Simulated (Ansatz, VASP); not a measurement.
Two plane-wave programs on NbP

INCAR

```
PREC = Accurate ; ENCUT = 520
EDIFF = 1E-6 ; ISMEAR = -1
SIGMA = 0.05 ; LREAL = False
LASPH = True ; NELM = 80
ALGO = Normal ; ISIF = 2
LWAVE = False ; LCHARG = False
GGA = PS ; NBANDS = 26
```

The input KPOINTS:

```
regular mesh
0
Gamma
  11 11 11
```

Contents of POSCAR:

```
NbP
1.0
   -1.6407315532      1.6407315532      5.6229302316
    1.6407315532     -1.6407315532      5.6229302316
    1.6407315532      1.6407315532     -5.6229302316
Nb P
2 2
Direct
    0.2498808000      0.7498808000      0.5000000000
    0.4998808000      0.4998808000      0.0000000000
    0.8327477700      0.3327477700      0.5000000000
    0.0827477700      0.0827477700      0.0000000000
```

Contents of input.yaml:

```yaml
crystal:
  lattice:
    - [-1.6407315532, 1.6407315532, 5.6229302316]
    - [1.6407315532, -1.6407315532, 5.6229302316]
    - [1.6407315532, 1.6407315532, -5.6229302316]
  atoms:
    - { symbol: Nb, position: [0.2498808, 0.7498808, 0.5] }
    - { symbol: Nb, position: [0.4998808, 0.4998808, 0.0] }
    - { symbol: P, position: [0.83274777, 0.33274777, 0.5] }
    - { symbol: P, position: [0.08274777, 0.08274777, 0.0] }
hamiltonian:
  xc: pbesol
  pseudopotentials: { kind: paw }
kpoints:
  mp_grid: { grid: [11, 11, 11] }
scf:
  occupations: { method: fermi_dirac, width: 0.05 }
output:
  forces: true
  stress: true
  eigenvalues: true
```

Alike in both runs: task single point; functional PBEsol; k mesh 11 × 11 × 11; occupations fermi-dirac, width 0.05 eV; no spin polarisation.

|  | VASP | Ansatz |
| --- | --- | --- |
| version | VASP 6.6.1 | Ansatz 0.2.0 |
| potentials or method | VASP PAW PBE potentials, release 64 (Nb_sv, P) | Ansatz PAW |
| plane-wave cutoff (eV) | 520 | 420 |
| valence electrons in the cell | 36 | 36 |

```csv
,VASP,Ansatz,Ansatz less VASP
gap on the k mesh at the Fermi level (eV),none,none,-
pressure (GPa),5.9,6.2,+0.25
"traceless stress, the component that is largest in VASP (GPa)",-1.49,-1.50,-0.008
rms of the force components (eV/Å),0.024,0.024,+0.0005
```

VASP's potentials were made for PBE, not for PBEsol. Atom by atom the forces differ by 0.000 eV/Å (rms over components). A gap of «none» marks a metal or a gap that the smearing closes.
